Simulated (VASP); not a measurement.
## KC: relaxation of cell and atoms with PBE

Crystal: KC.

```
CELL_PARAMETERS angstrom
4.37731 -3.03234 0.00000
4.37731 3.03234 0.00000
-2.57379 0.00000 4.02762
ATOMIC_POSITIONS crystal
K 0.25155 0.25155 0.24973
K 0.74845 0.74845 0.75027
C 0.89572 0.10428 0.50000
C 0.10428 0.89572 0.50000
```

- Program: VASP 6.6.1
- Task: relaxation of cell and atoms
- Functional: PBE
- Potentials or basis: VASP PAW PBE potentials, release 64 (K_sv, C)
- Cutoff: 600 eV
- k mesh: 6 × 6 × 6
- Occupations: gaussian, width 0.02 eV
- Spin: no spin polarisation
- Dipole correction: no
- Further INCAR settings: ALGO = Normal; EDIFF = 1e-06; IBRION = 2; EDIFFG = -0.01; NSW = 100; ISIF = 3

```yaml
Relaxed_volume: 26.84 Å³/atom
Relaxed_cell: a = 5.336 Å, b = 5.336 Å, c = 4.796 Å, α = 116.45°, β = 116.45°, γ = 69.26°
Space_group_after_relaxing_to_0.1_Å: Immm (No. 71)
Energy_gained_by_relaxing: 0.1 meV/atom
Ionic_steps: 6
Pressure_after_relaxing: 0.0 GPa
Largest_force_after_relaxing: 0.007 eV/Å
Band_gap_on_the_k_mesh: 3.29 eV
```

Forces in eV/Å, atoms in the order of the input:
```
K   -0.007  0.000  0.003
K    0.007  0.000 -0.003
C    0.000  0.006  0.000
C    0.000 -0.006  0.000
```

The path:
```tsv
step	energy change (eV)	largest force (eV/Å)	pressure (GPa)	volume (Å³)
1	0.0000	0.1772	0.16	106.92
2	0.0112	1.2546	-0.75	107.33
3	-0.0002	0.0064	0.04	106.97
4	-0.0002	0.0041	0.04	106.97
5	-0.0003	0.0029	0.03	107.07
6	-0.0005	0.0074	-0.02	107.37
```

Final structure:
```
K C
1.0
     4.39072   -3.03260   -0.00798
     4.39072    3.03260   -0.00798
    -2.58902    0.00000    4.03671
K C
2 2
Direct
  0.25160 0.25160 0.24984
  0.74840 0.74840 0.75016
  0.89553 0.10447 0.50000
  0.10447 0.89553 0.50000
```

Levels at points of the mesh, in eV from the valence-band top:
```tsv
k point	band 11	band 12	band 13	band 14	band 15	band 16
(0.00, 0.00, 0.00)	-0.87	-0.85	-0.84	4.41	4.55	5.16
(0.50, 0.00, 0.00)	-0.98	-0.77	-0.15	4.45	4.65	5.06
(0.50, 0.50, 0.00)	-1.28	-0.73	-0.04	4.17	5.74	5.82
(0.00, 0.00, 0.50)	-1.15	-0.79	-0.22	4.14	4.59	5.38
(0.50, 0.00, 0.50)	-1.02	-0.78	0.00	3.29	4.31	6.08
(0.50, 0.50, 0.50)	-1.15	-0.79	-0.22	4.15	4.60	5.42
```

It took 7.6 min on 1 thread of Intel(R) Xeon(R) Platinum 8259CL CPU @ 2.50GHz (Skylake/Cascade Lake), with other jobs on the host, peak memory 0.39 GiB.

A k mesh can miss the band edges.
